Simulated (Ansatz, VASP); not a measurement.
## SnO2: VASP beside Ansatz

```
Sn O
1.0
     4.78800    0.00000    0.00000
     0.00000    4.86658    0.00000
     0.00000    0.00000    3.24090
Sn O
2 4
Direct
  0.50000 0.50000 0.50000
  0.00000 0.00000 0.00000
  0.29186 0.32104 0.00000
  0.79186 0.17896 0.50000
  0.20814 0.82104 0.50000
  0.70814 0.67896 0.00000
```

Alike in both runs: task single point; functional PBEsol; k mesh 4 × 4 × 6; no spin polarisation.

|  | VASP | Ansatz |
| --- | --- | --- |
| version | VASP 6.6.1 | Ansatz 0.2.0 |
| potentials or method | VASP PAW PBE potentials, release 64 (Sn_d, O) | plane waves, PAW |
| plane-wave cutoff (eV) | 520 | 420 |
| occupations | gaussian, width 0.01 eV | fixed |
| valence electrons in the cell | 52 | 52 |

Ansatz gave:

```
gap on the k mesh at the Fermi level (eV) : 0.73
```

Q: Which values does VASP return?

A: gap on the k mesh at the Fermi level (eV): 0.72.

VASP's potentials were made for PBE, not for PBEsol.
